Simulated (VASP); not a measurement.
Here is a VASP 6.6.1 calculation.

The input INCAR:

```
  PREC = Accurate
  ENCUT = 520
  EDIFF = 1E-8
  ISMEAR = -1
  SIGMA = 0.05
  LREAL = F
  LASPH = T
  NELM = 80
  ALGO = Normal
  ISIF = 2
  LWAVE = F
  LCHARG = F
  GGA = PS
  LEFG = T
  NBANDS = 18
```

The input KPOINTS:

```
Automatic mesh
0
Gamma
  11 11 11
```

POSCAR

```
ScZn
1.0
    2.5671365985      0.0000000000      0.0000000000
    0.0000000000      2.5671365985      0.0000000000
    0.0000000000      0.0000000000      2.5671365985
Sc Zn
1 1
Direct
    0.0000000000      0.0000000000      0.0000000000
    0.5000000000      0.5000000000      0.5000000000
```

Potentials or basis: VASP PAW PBE potentials, release 64 (Sc_sv, Zn).

The run is started by

```bash
$ cat potpaw_PBE.64/Sc_sv/POTCAR potpaw_PBE.64/Zn/POTCAR > POTCAR
$ mpirun -np 1 vasp_std > vasp.out
```

Q: What does it give for the pressure?

A: 277.7 GPa.

Caveat: without QUAD_EFG the Cq values of the log hold for a quadrupole moment of 1 mb, not for the nuclei; the PAW data sets were made with another functional, which shifts forces and pressure a little.
